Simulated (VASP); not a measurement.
# Ir3Rh (Pm-3m) in VASP: notebook

Runs on Ir3Rh. Level: LDA. Tasks: single point, relaxation of volume and atoms at fixed shape.

Program: VASP 6.6.1. These are calculated values, not measurements. Logs are shortened: lines on timing, memory, paths and dates and some standing lists are left out, and cuts for length are marked.

## Step 1: The cell of the first run

Symmetry: Pm-3m, No. 221, cubic system. Conventional cell: a = 3.796 Å, b = 3.796 Å, c = 3.796 Å, α = 90.00°, β = 90.00°, γ = 90.00°. Within 3.5 Å of Ir (site symmetry 4/mmm) lie 8 Ir at 2.68 Å and 4 Rh at 2.68 Å. Rh (site symmetry m-3m) has 12 Ir at 2.68 Å within 3.5 Å.

## Step 2: Single point, LDA

INCAR

```
PREC = Accurate
ENCUT = 520
EDIFF = 1E-6
ISMEAR = 1
SIGMA = 0.05
LREAL = False
LASPH = True
NELM = 60
ALGO = Normal
ISIF = 2
LWAVE = False
LCHARG = False
GGA = CA
NBANDS = 29
```

KPOINTS

```
regular mesh
0
Gamma
  12 12 12
```

POSCAR

```
Ir3Rh
1.0
    3.7961082786      0.0000000000      0.0000000000
    0.0000000000      3.7961082786      0.0000000000
    0.0000000000      0.0000000000      3.7961082786
Ir Rh
3 1
Direct
    0.5000000000      0.0000000000      0.5000000000
    0.0000000000      0.5000000000      0.5000000000
    0.5000000000      0.5000000000      0.0000000000
    0.0000000000      0.0000000000      0.0000000000
```

Potentials or basis: VASP PAW LDA potentials, release 64 (Ir, Rh_pv).

The run is started by

```
$ cat potpaw_LDA.64/Ir/POTCAR potpaw_LDA.64/Rh_pv/POTCAR > POTCAR
$ mpirun -np 1 vasp_std > vasp.out
```

OUTCAR:

```text
PREC = Accurate
   ENCUT = 520
   EDIFF = 1E-6
   ISMEAR = 1
   LREAL = False
   LASPH = True
   NELM = 60
   ISIF = 2
   GGA = CA

 ion  position               nearest neighbor table
   1  0.500  0.000  0.500-   2 2.68   3 2.68   4 2.68   3 2.68   4 2.68   2 2.68   3 2.68   3 2.68
                             2 2.68   4 2.68   4 2.68   2 2.68
   2  0.000  0.500  0.500-   1 2.68   3 2.68   4 2.68   3 2.68   4 2.68   1 2.68   4 2.68   4 2.68
                             1 2.68   3 2.68   3 2.68   1 2.68
   3  0.500  0.500  0.000-   1 2.68   2 2.68   4 2.68   1 2.68   2 2.68   1 2.68   4 2.68   1 2.68
                             2 2.68   4 2.68   2 2.68   4 2.68
   4  0.000  0.000  0.000-   1 2.68   2 2.68   3 2.68   1 2.68   2 2.68   2 2.68   3 2.68   2 2.68
                             1 2.68   3 2.68   1 2.68   3 2.68

  LATTYP: Found a simple cubic cell.
 ALAT       =     3.7961082786

  Lattice vectors:

 A1 = (   3.7961082786,   0.0000000000,   0.0000000000)
 A2 = (   0.0000000000,   3.7961082786,   0.0000000000)
 A3 = (   0.0000000000,   0.0000000000,   3.7961082786)

Analysis of symmetry for initial positions (statically):
=====================================================================
 Subroutine PRICEL returns:
 Original cell was already a primitive cell.

 Routine SETGRP: Setting up the symmetry group for a
 simple cubic supercell.

 Subroutine GETGRP returns: Found 48 space group operations
 (whereof 48 operations were pure point group operations)
 out of a pool of 48 trial point group operations.

The static configuration has the point symmetry O_h .

Analysis of symmetry for dynamics (positions and initial velocities):
=====================================================================
 Subroutine PRICEL returns:
 Original cell was already a primitive cell.

 Routine SETGRP: Setting up the symmetry group for a
 simple cubic supercell.

 Subroutine GETGRP returns: Found 48 space group operations
 (whereof 48 operations were pure point group operations)
 out of a pool of 48 trial point group operations.

The dynamic configuration has the point symmetry O_h .

 Subroutine INISYM returns: Found 48 space group operations
 (whereof 48 operations are pure point group operations),
 and found     1 'primitive' translations

----------------------------------------------------------------------------------------

                                     Primitive cell

  volume of cell :      54.7036

[... 91 lines left out ...]
   NELM   =     60;   NELMIN=  2; NELMDL= -5     # of ELM steps
   EDIFF  = 0.1E-05   stopping-criterion for ELM
   LREAL  =      F    real-space projection
   EDIFFG = 0.1E-04   stopping-criterion for IOM
   NSW    =      0    number of steps for IOM
   IBRION =     -1    ionic relax: 0-MD 1-quasi-New 2-CG
   NFREE  =      0    steps in history (QN), initial steepest desc. (CG)
   ISIF   =      2    stress and relaxation
   ISYM   =      2    0-nonsym 1-usesym 2-fastsym
   POTIM  = 0.5000    time-step for ionic-motion
   TEBEG  =    0.0;   TEEND  =   0.0 temperature during run
   PSTRESS=    0.0 pullay stress
   NELECT =      42.0000    total number of electrons
   NUPDOWN=      -1.0000    fix difference up-down
   EMIN   =  10.00;   EMAX   =-10.00  energy-range for DOS
   EFERMI =   0.00;   METHOD = LEGACY
   ISMEAR =     1;   SIGMA  =   0.05  broadening in eV -4-tet -1-fermi 0-gaus
   EFERMI_NEDOS =   21; number of points for ismear=-14 and -15
   IALGO  =     38    algorithm
   IMIX   =      4    mixing-type and parameters
     AMIX     =   0.40;   BMIX     =  1.00
     AMIX_MAG =   1.60;   BMIX_MAG =  1.00
  volume/ion in A,a.u.               =      13.68        92.29
  Fermi-wavevector in a.u.,A,eV,Ry     =   1.499061  2.832815 30.574797  2.247184
  Thomas-Fermi vector in A             =   2.610740
   LORBIT       =      0    0 simple, 1 ext, 2 COOP (PROOUT), +10 PAW based schemes
   GGA     = CA    functional components
   LHFCALC =     F    Hartree Fock is set to
   AEXX    =    0.0000 exact exchange contribution
   IVDW    =     0    specifies the selected vdW correction
   LEPSILON=     F    determine dielectric tensor
   LRPA    =     F    only Hartree local field effects (RPA)
 non-spin polarized calculation
 Methfessel and Paxton  Order N= 1 SIGMA  =   0.05
  energy-cutoff  :      520.00
  volume of cell :       54.70
 maximum number of plane-waves:      1498
   NGX = 15   NGY = 15   NGZ = 15

 number of electron      42.0000007 magnetization

 Free energy of the ion-electron system (eV)
  ---------------------------------------------------
  ext. energy  EPLUGINS =         0.00000000
  ---------------------------------------------------
  free energy    TOTEN  =       -39.71309353 eV

  energy without entropy =      -39.71309539  energy(sigma->0) =      -39.71309415

 E-fermi :  11.1398     XC(G=0): -14.3534

 val. band max:       11.1386319584   @ k =   0.5000   0.3333   0.2500
 cond. band min:      11.1578484064   @ k =   0.5000   0.0833   0.0833
 fundamental gap:      0.0192164481
 Fermi energy:        11.1397879932

 k-point     1 :       0.0000    0.0000    0.0000
  band No.  band energies     occupation
      1     -35.8371      2.00000
      2     -35.8371      2.00000
      3     -35.8371      2.00000
      4       0.4191      2.00000
      5       3.2159      2.00000
      6       3.3760      2.00000
[... 757 lines left out ...]
     28      22.4275      0.00000
     29      22.4817      0.00000

 [... further k-points ...]

------------------------ aborting loop because EDIFF is reached ----------------------------------------

  FORCE on cell =-STRESS in cart. coord.  units (eV):
  Direction    XX          YY          ZZ          XY          YZ          ZX
  --------------------------------------------------------------------------------------
  -------------------------------------------------------------------------------------
  Total        0.7242103      0.7242103      0.7242103      0.0000000     -0.0000000      0.0000000
  in kB       21.2109185     21.2109185     21.2109185      0.0000000     -0.0000000      0.0000000
  external PRESSURE =      21.2109185 kB  Pullay stress =       0.0000000 kB

 VOLUME and BASIS-vectors are now :
 -----------------------------------------------------------------------------
  energy-cutoff  :      520.00
  volume of cell :       54.70
      direct lattice vectors                 reciprocal lattice vectors
     3.796108279  0.000000000  0.000000000     0.263427681  0.000000000  0.000000000
     0.000000000  3.796108279  0.000000000     0.000000000  0.263427681  0.000000000
     0.000000000  0.000000000  3.796108279     0.000000000  0.000000000  0.263427681

 POSITION                                       TOTAL-FORCE (eV/Angst)
 -----------------------------------------------------------------------------------
      1.89805      0.00000      1.89805         0.000000      0.000000      0.000000
      0.00000      1.89805      1.89805         0.000000      0.000000      0.000000
      1.89805      1.89805      0.00000         0.000000      0.000000      0.000000
      0.00000      0.00000      0.00000         0.000000      0.000000      0.000000
 -----------------------------------------------------------------------------------
    total drift:                               -0.000000      0.000000      0.000000

  FREE ENERGIE OF THE ION-ELECTRON SYSTEM (eV)
  ---------------------------------------------------
  free  energy   TOTEN  =       -39.7130935273 eV

  energy  without entropy=      -39.7130953940  energy(sigma->0) =      -39.71309415
```

stdout:

```text
POSCAR found type information on POSCAR IrRh
 POSCAR found :  2 types and       4 ions
 scaLAPACK will be used
 LDA part: xc-table for (Slater(with rela. corr.)+CA(PZ))
 , standard interpolation
 POSCAR, INCAR and KPOINTS ok, starting setup
 FFT: planning ... GRIDC
 FFT: planning ... GRID_SOFT
 FFT: planning ... GRID
 WAVECAR not read
 entering main loop
```

It took 48 s on 1 thread of Intel Xeon Platinum 8488C (Sapphire Rapids), shared host; peak memory 0.23 GiB.

Results:

| Quantity | Value |
| --- | --- |
| Free energy | -39.7131 eV |
| Pressure | 2.1 GPa |
| Band gap on the k mesh | zero (bands 21 and 22 overlap by 2.43 eV) |

Levels at points of the mesh, in eV from the Fermi level:
```csv
k point,band 18,band 19,band 20,band 21,band 22,band 23,band 24,band 25
"(0.00, 0.00, 0.00)",1.07,1.07,1.07,1.12,1.71,1.71,1.71,2.10
"(0.50, 0.00, 0.00)",-1.78,-1.78,-1.76,-1.67,-0.47,-0.07,1.06,1.72
"(0.50, 0.50, 0.00)",-2.39,-2.36,-1.53,-1.53,-1.31,-1.21,2.36,3.15
"(0.50, 0.50, 0.50)",-0.37,-0.37,0.62,0.62,0.62,0.71,0.71,1.12
```

Caveat: spin-orbit coupling is left out, which moves the levels of the heavy elements.

## Step 3: Relaxation of volume and atoms at fixed shape, LDA

This run uses another cell than the first one, of 14.16 Å³/atom.

INCAR

```
SYSTEM = Ir3Rh
PREC = Accurate
ENCUT = 600
EDIFF = 1E-6
ISMEAR = 1
SIGMA = 0.05
LREAL = .FALSE.
LASPH = .TRUE.
NELM = 60
ALGO = Normal
ISIF = 8
LWAVE = .FALSE.
LCHARG = .FALSE.
IBRION = 2
NSW = 80
EDIFFG = -0.01
```

KPOINTS

```
regular mesh
0
G
  12 12 12
  0 0 0
```

POSCAR

```
Ir3Rh
1.0
    3.8403358500      0.0000000000      0.0000000000
    0.0000000000      3.8403358500      0.0000000000
    0.0000000000      0.0000000000      3.8403358500
Ir Rh
3 1
Direct
    0.5000000000      0.0000000000      0.5000000000
    0.0000000000      0.5000000000      0.5000000000
    0.5000000000      0.5000000000      0.0000000000
    0.0000000000      0.0000000000      0.0000000000
```

Potentials or basis: VASP PAW LDA potentials, release 64 (Ir, Rh_pv).

The run is started by

```
$ cat potpaw_LDA.64/Ir/POTCAR potpaw_LDA.64/Rh_pv/POTCAR > POTCAR
$ mpirun -np 1 vasp_std > vasp.out
```

It took 3.2 min on 1 thread of Intel Xeon Platinum 8488C (Sapphire Rapids), shared host; peak memory 0.26 GiB.

It converged, with:

- Free energy: -39.7161 eV
- Relaxed volume: 13.76 Å³/atom
- Relaxed cell: a = 3.804 Å, b = 3.804 Å, c = 3.804 Å, α = 90.00°, β = 90.00°, γ = 90.00°
- Space group after relaxing (to 0.1 Å): Pm-3m (No. 221)
- Energy gained by relaxing: 13.5 meV/atom
- Ionic steps: 4
- Pressure after relaxing: -0.1 GPa
- Band gap on the k mesh: zero (bands 21 and 22 overlap by 2.41 eV)

The path:
| step | energy change (eV) | largest force (eV/Å) | pressure (GPa) | volume (Å³) |
| --- | --- | --- | --- | --- |
| 1 | 0.0000 | 0.0000 | -10.36 | 56.64 |
| 2 | 0.7773 | 0.0000 | 53.29 | 49.46 |
| 3 | -0.0540 | 0.0000 | -0.52 | 55.09 |
| 4 | -0.0542 | 0.0000 | -0.06 | 55.03 |

Final structure:
```
Ir Rh
1.0
     3.80357    0.00000    0.00000
     0.00000    3.80357    0.00000
     0.00000    0.00000    3.80357
Ir Rh
3 1
Direct
  0.50000 0.00000 0.50000
  0.00000 0.50000 0.50000
  0.50000 0.50000 0.00000
  0.00000 0.00000 0.00000
```

Levels at points of the mesh, in eV from the Fermi level:
```tsv
k point	band 19	band 20	band 21	band 22	band 23	band 24
(0.00, 0.00, 0.00)	1.06	1.06	1.11	1.69	1.69	1.69
(0.50, 0.00, 0.00)	-1.77	-1.75	-1.65	-0.46	-0.07	1.05
(0.50, 0.50, 0.00)	-2.34	-1.52	-1.52	-1.30	-1.20	2.33
(0.50, 0.50, 0.50)	-0.36	0.61	0.61	0.70	0.70	1.11
```

Caveat: spin-orbit coupling is left out, which moves the levels of the heavy elements.
